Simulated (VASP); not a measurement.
A run of VASP 6.6.1 is set up as follows.

Contents of INCAR:

```
  ALGO = Normal
  EDIFF = 1E-6
  ENCUT = 400
  GGA = PE
  GGA_COMPAT = F
  ISIF = 2
  ISMEAR = -1
  LASPH = T
  LCHARG = F
  LMAXMIX = 6
  LREAL = F
  LWAVE = F
  NBANDS = 25
  NELM = 200
  NELMDL = -8
  PREC = Accurate
  SIGMA = 0.1
```

KPOINTS

```
k-points
0
Gamma
  6 6 1
```

File POSCAR:

```
Ce
1.0
    3.4648230000      0.0000000000      0.0000000000
   -1.7324120000      3.0006250000      0.0000000000
    0.0000000000      0.0000000000     18.6580330000
Ce
3
Direct
    0.0000000000      0.0000000000      0.3502460000
    0.3333330000      0.6666670000      0.4994700000
    0.6666670000      0.3333330000      0.6519410000
```

Potentials or basis: VASP PAW PBE potentials, release 64 (Ce).

The run is started by

```bash
$ cat potpaw_PBE.64/Ce/POTCAR > POTCAR
$ mpirun -np 1 vasp_std > vasp.out
```

(1) Predict the band gap on the k mesh.

(2) Estimate the largest force.

Results:

(1) zero (bands 18 and 19 overlap by 0.27 eV).

(2) 0.342 eV/Å.

Caveat: spin-orbit coupling is left out, which moves the levels of the heavy elements; semilocal functionals describe open f shells poorly, which spoils levels, moments and volumes.
